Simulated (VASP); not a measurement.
# Se (Pm-3n) in VASP: further runs

Runs on Se. Level: PBE. Tasks: single point.

All numbers are computed with VASP 6.6.1; they aren't measurements. Logs are shortened: lines on timing, memory, paths and dates and some standing lists are left out, and cuts for length are marked.

**1. The cell of the first run**

It takes space group Pm-3n (No. 223, cubic). The conventional cell has a = 5.508 Å, b = 5.508 Å, c = 5.508 Å, α = 90.00°, β = 90.00°, γ = 90.00°. Within 4.1 Å of Se (site symmetry m-3) lie 12 Se at 3.08 Å. Se (site symmetry -4m2) has 14 Se at 2.75 to 3.37 Å within 3.6 Å.

**2. Single point, PBE**

Contents of INCAR:

```
PREC = Accurate
ENCUT = 520
EDIFF = 1E-6
ISMEAR = 0
SIGMA = 0.1
LREAL = F
LASPH = T
NELM = 100
ALGO = Normal
ISIF = 2
LWAVE = F
LCHARG = F
GGA = PE
NBANDS = 34
```

Contents of KPOINTS:

```
regular mesh
0
Gamma
  4 4 4
```

Contents of POSCAR:

```
Se
1.0
    5.5082737108      0.0000000000      0.0000000000
    0.0000000000      5.5082737108      0.0000000000
    0.0000000000      0.0000000000      5.5082737108
Se
8
Direct
    0.5000000000      0.5000000000      0.5000000000
    0.0000000000      0.0000000000      0.0000000000
    0.2500000000      0.0000000000      0.5000000000
    0.5000000000      0.2500000000      0.0000000000
    0.5000000000      0.7500000000      0.0000000000
    0.7500000000      0.0000000000      0.5000000000
    0.0000000000      0.5000000000      0.7500000000
    0.0000000000      0.5000000000      0.2500000000
```

Potentials or basis: VASP PAW PBE potentials, release 64 (Se).

Launch:

```
> cat potpaw_PBE.64/Se/POTCAR > POTCAR
> mpirun -np 1 vasp_std > vasp.out
```

OUTCAR:

```text
PREC = Accurate
   ENCUT = 520
   EDIFF = 1E-6
   ISMEAR = 0
   LREAL = F
   LASPH = T
   NELM = 100
   ISIF = 2
   GGA = PE

 ion  position               nearest neighbor table
   1  0.500  0.500  0.500-
   2  0.000  0.000  0.000-
   3  0.250  0.000  0.500-   6 2.75   6 2.75
   4  0.500  0.250  0.000-   5 2.75   5 2.75
   5  0.500  0.750  0.000-   4 2.75   4 2.75
   6  0.750  0.000  0.500-   3 2.75   3 2.75
   7  0.000  0.500  0.750-   8 2.75   8 2.75
   8  0.000  0.500  0.250-   7 2.75   7 2.75

  LATTYP: Found a simple cubic cell.
 ALAT       =     5.5082737108

  Lattice vectors:

 A1 = (   5.5082737108,   0.0000000000,   0.0000000000)
 A2 = (   0.0000000000,   5.5082737108,   0.0000000000)
 A3 = (   0.0000000000,   0.0000000000,   5.5082737108)

Analysis of symmetry for initial positions (statically):
=====================================================================
 Subroutine PRICEL returns:
 Original cell was already a primitive cell.

 Routine SETGRP: Setting up the symmetry group for a
 simple cubic supercell.

 Subroutine GETGRP returns: Found 48 space group operations
 (whereof 24 operations were pure point group operations)
 out of a pool of 48 trial point group operations.

The static configuration has the point symmetry T_h .
 The point group associated with its full space group is O_h .

Analysis of symmetry for dynamics (positions and initial velocities):
=====================================================================
 Subroutine PRICEL returns:
 Original cell was already a primitive cell.

 Routine SETGRP: Setting up the symmetry group for a
 simple cubic supercell.

 Subroutine GETGRP returns: Found 48 space group operations
 (whereof 24 operations were pure point group operations)
 out of a pool of 48 trial point group operations.

The dynamic configuration has the point symmetry T_h .
 The point group associated with its full space group is O_h .

 Subroutine INISYM returns: Found 48 space group operations
 (whereof 24 operations are pure point group operations),
 and found     1 'primitive' translations

----------------------------------------------------------------------------------------

                                     Primitive cell

  volume of cell :     167.1270

  direct lattice vectors                    reciprocal lattice vectors
     5.508273711  0.000000000  0.000000000     0.181545082  0.000000000  0.000000000
     0.000000000  5.508273711  0.000000000     0.000000000  0.181545082  0.000000000
     0.000000000  0.000000000  5.508273711     0.000000000  0.000000000  0.181545082

  length of vectors
     5.508273711  5.508273711  5.508273711     0.181545082  0.181545082  0.181545082

  position of ions in fractional coordinates (direct lattice)
     0.500000000  0.500000000  0.500000000
     0.000000000  0.000000000  0.000000000
     0.250000000  0.000000000  0.500000000
     0.500000000  0.250000000  0.000000000
     0.500000000  0.750000000  0.000000000
     0.750000000  0.000000000  0.500000000
     0.000000000  0.500000000  0.750000000
     0.000000000  0.500000000  0.250000000

  ion indices of the primitive-cell ions
   primitive index   ion index
                 1           1
                 2           2
                 3           3
                 4           4
                 5           5
                 6           6
                 7           7
                 8           8

----------------------------------------------------------------------------------------

 KPOINTS: regular mesh

Automatic generation of k-mesh.
 Grid dimensions read from file:
 generate k-points for:    4    4    4

 Generating k-lattice:

  Cartesian coordinates                     Fractional coordinates (reciprocal lattice)
     0.045386270  0.000000000  0.000000000     0.250000000  0.000000000  0.000000000
     0.000000000  0.045386270  0.000000000     0.000000000  0.250000000  0.000000000
     0.000000000  0.000000000  0.045386270     0.000000000  0.000000000  0.250000000

  Length of vectors
     0.045386270  0.045386270  0.045386270

  Shift w.r.t. Gamma in fractional coordinates (k-lattice)
     0.000000000  0.000000000  0.000000000

 Subroutine IBZKPT returns following result:
 ===========================================

 Found     10 irreducible k-points:

 Following reciprocal coordinates:
            Coordinates               Weight
  0.000000  0.000000  0.000000      1.000000
  0.250000  0.000000  0.000000      6.000000
  0.500000  0.000000  0.000000      3.000000
  0.250000  0.250000  0.000000     12.000000
  0.500000  0.250000  0.000000     12.000000
  0.500000  0.500000  0.000000      3.000000
  0.250000  0.250000  0.250000      8.000000
  0.500000  0.250000  0.250000     12.000000
  0.500000  0.500000  0.250000      6.000000
  0.500000  0.500000  0.500000      1.000000
   k-points           NKPTS =     10   k-points in BZ     NKDIM =     10   number of bands    NBANDS=     34
   number of dos      NEDOS =    301   number of ions     NIONS =      8
   total plane-waves  NPLWV =  74088
   dimension x,y,z NGX =    42 NGY =   42 NGZ =   42
   dimension x,y,z NGXF=    84 NGYF=   84 NGZF=   84
   ions per type =               8
   NGX,Y,Z   is equivalent  to a cutoff of  12.68, 12.68, 12.68 a.u.
   NGXF,Y,Z  is equivalent  to a cutoff of  25.35, 25.35, 25.35 a.u.
 SYSTEM =  unknown system
   PREC   = accura    normal or accurate (medium, high low for compatibility)
   ISTART =      0    job   : 0-new  1-cont  2-samecut
   ICHARG =      2    charge: 1-file 2-atom 10-const
   ISPIN  =      1    spin polarized calculation?
   LNONCOLLINEAR =      F non collinear calculations
   LSORBIT =      F    spin-orbit coupling
   LASPH  =      T    aspherical Exc in radial PAW
   ENCUT  =  520.0 eV  38.22 Ry    6.18 a.u.  10.24 10.24 10.24*2*pi/ulx,y,z
   NELM   =    100;   NELMIN=  2; NELMDL= -5     # of ELM steps
   EDIFF  = 0.1E-05   stopping-criterion for ELM
   LREAL  =      F    real-space projection
   EDIFFG = 0.1E-04   stopping-criterion for IOM
   NSW    =      0    number of steps for IOM
   IBRION =     -1    ionic relax: 0-MD 1-quasi-New 2-CG
   NFREE  =      0    steps in history (QN), initial steepest desc. (CG)
   ISIF   =      2    stress and relaxation
   ISYM   =      2    0-nonsym 1-usesym 2-fastsym
   POTIM  = 0.5000    time-step for ionic-motion
   TEBEG  =    0.0;   TEEND  =   0.0 temperature during run
   PSTRESS=    0.0 pullay stress
   NELECT =      48.0000    total number of electrons
   NUPDOWN=      -1.0000    fix difference up-down
   EMIN   =  10.00;   EMAX   =-10.00  energy-range for DOS
   EFERMI =   0.00;   METHOD = LEGACY
   ISMEAR =     0;   SIGMA  =   0.10  broadening in eV -4-tet -1-fermi 0-gaus
   EFERMI_NEDOS =   21; number of points for ismear=-14 and -15
   IALGO  =     38    algorithm
   IMIX   =      4    mixing-type and parameters
     AMIX     =   0.40;   BMIX     =  1.00
     AMIX_MAG =   1.60;   BMIX_MAG =  1.00
  volume/ion in A,a.u.               =      20.89       140.98
  Fermi-wavevector in a.u.,A,eV,Ry     =   1.080123  2.041136 15.873439  1.166665
  Thomas-Fermi vector in A             =   2.216105
   LORBIT       =      0    0 simple, 1 ext, 2 COOP (PROOUT), +10 PAW based schemes
   GGA     = PE    functional components
   LHFCALC =     F    Hartree Fock is set to
   AEXX    =    0.0000 exact exchange contribution
   IVDW    =     0    specifies the selected vdW correction
   LEPSILON=     F    determine dielectric tensor
   LRPA    =     F    only Hartree local field effects (RPA)
 non-spin polarized calculation
 Gauss-broadening in eV      SIGMA  =   0.10
  energy-cutoff  :      520.00
  volume of cell :      167.13
 maximum number of plane-waves:      4632
 NGX is ok and might be reduce to    42
   NGX = 21   NGY = 21   NGZ = 21

 number of electron      47.9999993 magnetization

 Free energy of the ion-electron system (eV)
  ---------------------------------------------------
  ext. energy  EPLUGINS =         0.00000000
  ---------------------------------------------------
  free energy    TOTEN  =       -21.95862504 eV

  energy without entropy =      -21.89145976  energy(sigma->0) =      -21.92504240

 E-fermi :   5.0576     XC(G=0): -10.4659

 val. band max:        5.0352039560   @ k =   0.2500   0.2500   0.2500
 cond. band min:       5.1091219842   @ k =   0.2500   0.2500   0.0000
 fundamental gap:      0.0739180282
 Fermi energy:         5.0575870926

 k-point     1 :       0.0000    0.0000    0.0000
  band No.  band energies     occupation
      1     -10.7949      2.00000
      2      -8.2626      2.00000
      3      -8.2626      2.00000
      4      -8.1423      2.00000
      5      -6.5818      2.00000
      6      -6.4840      2.00000
[... 26 lines left out ...]
     33      12.2003      0.00000
     34      13.2939      0.00000

 k-point     2 :       0.2500    0.0000    0.0000
  band No.  band energies     occupation
      1     -10.5475      2.00000
      2      -8.8461      2.00000
      3      -8.0780      2.00000
      4      -8.0340      2.00000
      5      -6.7993      2.00000
      6      -6.6390      2.00000
[... 26 lines left out ...]
     33      11.8804      0.00000
     34      12.9512      0.00000

 k-point     3 :       0.5000    0.0000    0.0000
  band No.  band energies     occupation
      1      -9.8408      2.00000
      2      -9.8408      2.00000
      3      -7.7913      2.00000
      4      -7.7913      2.00000
      5      -7.0478      2.00000
      6      -7.0478      2.00000
[... 26 lines left out ...]
     33      12.3554      0.00000
     34      12.3719      0.00000

 k-point     4 :       0.2500    0.2500    0.0000
  band No.  band energies     occupation
      1     -10.3026      2.00000
      2      -8.6495      2.00000
      3      -8.6266      2.00000
      4      -7.8816      2.00000
      5      -7.2093      2.00000
      6      -6.7784      2.00000
[... 26 lines left out ...]
     33      12.1395      0.00000
     34      12.6427      0.00000

 k-point     5 :       0.5000    0.2500    0.0000
  band No.  band energies     occupation
      1      -9.6199      2.00000
      2      -9.5918      2.00000
      3      -8.2132      2.00000
      4      -7.8059      2.00000
      5      -7.5865      2.00000
      6      -7.0179      2.00000
[... 26 lines left out ...]
     33      11.8103      0.00000
     34      11.9751      0.00000

 k-point     6 :       0.5000    0.5000    0.0000
  band No.  band energies     occupation
      1      -9.0287      2.00000
      2      -8.9836      2.00000
      3      -8.9836      2.00000
      4      -8.7363      2.00000
      5      -7.1133      2.00000
      6      -6.9860      2.00000
[... 26 lines left out ...]
     33      11.2080      0.00000
     34      11.6259      0.00000

 k-point     7 :       0.2500    0.2500    0.2500
  band No.  band energies     occupation
      1     -10.0604      2.00000
      2      -8.4725      2.00000
      3      -8.4105      2.00000
      4      -8.4105      2.00000
      5      -7.2182      2.00000
      6      -6.9727      2.00000
[... 26 lines left out ...]
     33      12.4174      0.00000
     34      12.4228      0.00000

 k-point     8 :       0.5000    0.2500    0.2500
  band No.  band energies     occupation
      1      -9.3739      2.00000
      2      -9.3739      2.00000
      3      -8.0016      2.00000
      4      -8.0016      2.00000
      5      -7.6467      2.00000
      6      -7.6467      2.00000
[... 26 lines left out ...]
     33      12.0958      0.00000
     34      12.0958      0.00000

 k-point     9 :       0.5000    0.5000    0.2500
  band No.  band energies     occupation
      1      -8.7714      2.00000
      2      -8.7712      2.00000
      3      -8.7712      2.00000
      4      -8.5462      2.00000
      5      -7.4159      2.00000
      6      -7.3854      2.00000
[... 26 lines left out ...]
     33      12.1721      0.00000
     34      12.5166      0.00000

 k-point    10 :       0.5000    0.5000    0.5000
  band No.  band energies     occupation
      1      -8.2902      2.00000
      2      -8.2902      2.00000
      3      -8.0341      2.00000
      4      -8.0341      2.00000
      5      -8.0341      2.00000
      6      -8.0341      2.00000
[... 26 lines left out ...]
     33      13.8960      0.00000
     34      13.8960      0.00000

------------------------ aborting loop because EDIFF is reached ----------------------------------------

  FORCE on cell =-STRESS in cart. coord.  units (eV):
  Direction    XX          YY          ZZ          XY          YZ          ZX
  --------------------------------------------------------------------------------------
  -------------------------------------------------------------------------------------
  Total       -0.0050537     -0.0050537     -0.0050537     -0.0000000      0.0000000      0.0000000
  in kB       -0.0484479     -0.0484479     -0.0484479     -0.0000000      0.0000000      0.0000000
  external PRESSURE =      -0.0484479 kB  Pullay stress =       0.0000000 kB

 VOLUME and BASIS-vectors are now :
 -----------------------------------------------------------------------------
  energy-cutoff  :      520.00
  volume of cell :      167.13
      direct lattice vectors                 reciprocal lattice vectors
     5.508273711  0.000000000  0.000000000     0.181545082  0.000000000  0.000000000
     0.000000000  5.508273711  0.000000000     0.000000000  0.181545082  0.000000000
     0.000000000  0.000000000  5.508273711     0.000000000  0.000000000  0.181545082

 POSITION                                       TOTAL-FORCE (eV/Angst)
 -----------------------------------------------------------------------------------
      2.75414      2.75414      2.75414         0.000000      0.000000      0.000000
      0.00000      0.00000      0.00000         0.000000      0.000000      0.000000
      1.37707      0.00000      2.75414        -0.000000     -0.000000     -0.000000
      2.75414      1.37707      0.00000         0.000000      0.000000     -0.000000
      2.75414      4.13121      0.00000        -0.000000     -0.000000      0.000000
      4.13121      0.00000      2.75414         0.000000      0.000000      0.000000
      0.00000      2.75414      4.13121        -0.000000      0.000000      0.000000
      0.00000      2.75414      1.37707         0.000000     -0.000000      0.000000
 -----------------------------------------------------------------------------------
    total drift:                                0.000000     -0.000000     -0.000000

  FREE ENERGIE OF THE ION-ELECTRON SYSTEM (eV)
  ---------------------------------------------------
  free  energy   TOTEN  =       -21.9586250449 eV

  energy  without entropy=      -21.8914597569  energy(sigma->0) =      -21.92504240
```

Run time: 94 s. Hardware: 1 thread of Oxide Virtual Turin-like, shared host; peak memory 0.22 GiB.

Results:

| Item | Value |
| --- | --- |
| Free energy | -21.9586 eV |
| Pressure | 0.0 GPa |
| Band gap on the k mesh | zero (bands 24 and 25 overlap by 0.91 eV) |

(Part 1 of 2 ends here.)

The gap in the log of VASP goes by the Fermi energy; the results here count the filled bands.